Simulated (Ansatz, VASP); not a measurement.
## W in VASP and in Ansatz

File INCAR:

```
SYSTEM = W
PREC = Accurate
ENCUT = 520
EDIFF = 1E-7
ISMEAR = 0
SIGMA = 0.1
LREAL = .FALSE.
LASPH = .TRUE.
NELM = 60
ALGO = Fast
ISIF = 2
LWAVE = .FALSE.
LCHARG = .TRUE.
GGA = PE
LELF = .TRUE.
LVHAR = .TRUE.
NBANDS = 13
```

File KPOINTS:

```
Automatic mesh
0
G
  18 18 18
  0 0 0
```

The input POSCAR:

```
W
1.0
   -1.6275688350      1.6275688350      1.6275688350
    1.6275688350     -1.6275688350      1.6275688350
    1.6275688350      1.6275688350     -1.6275688350
W
1
Direct
    0.0000000000      0.0000000000      0.0000000000
```

Input for Ansatz:

```yaml
crystal:
  lattice:
    - [-1.627568835, 1.627568835, 1.627568835]
    - [1.627568835, -1.627568835, 1.627568835]
    - [1.627568835, 1.627568835, -1.627568835]
  atoms:
    - { symbol: W, position: [0.0, 0.0, 0.0] }
basis:
  ecutwfc: 420
kpoints:
  mp_grid: { grid: [18, 18, 18] }
hamiltonian:
  xc: pbe
scf:
  occupations: { method: gaussian, width: 0.1 }
output:
  forces: true
  stress: true
  eigenvalues: true
```

Alike in both runs: task single point; functional PBE; k mesh 18 × 18 × 18; occupations gaussian, width 0.1 eV; no spin polarisation.

```csv
,VASP,Ansatz
version,VASP 6.6.1,Ansatz 0.2.0
potentials or method,"VASP PAW PBE potentials, release 64 (W_sv), cutoff 520 eV","scalar-relativistic, plane waves, PAW"
valence electrons in the cell,14,14
```

Ansatz gave:

| Item | Value |
| --- | --- |
| gap on the k mesh at the Fermi level (eV) | none |
| pressure (GPa) | -17.6 |

Q: Which values does VASP return?

A: gap on the k mesh at the Fermi level (eV): none; pressure (GPa): -17.2.

A gap of «none» marks a metal or a gap that the smearing closes.

Spin-orbit coupling is off throughout.
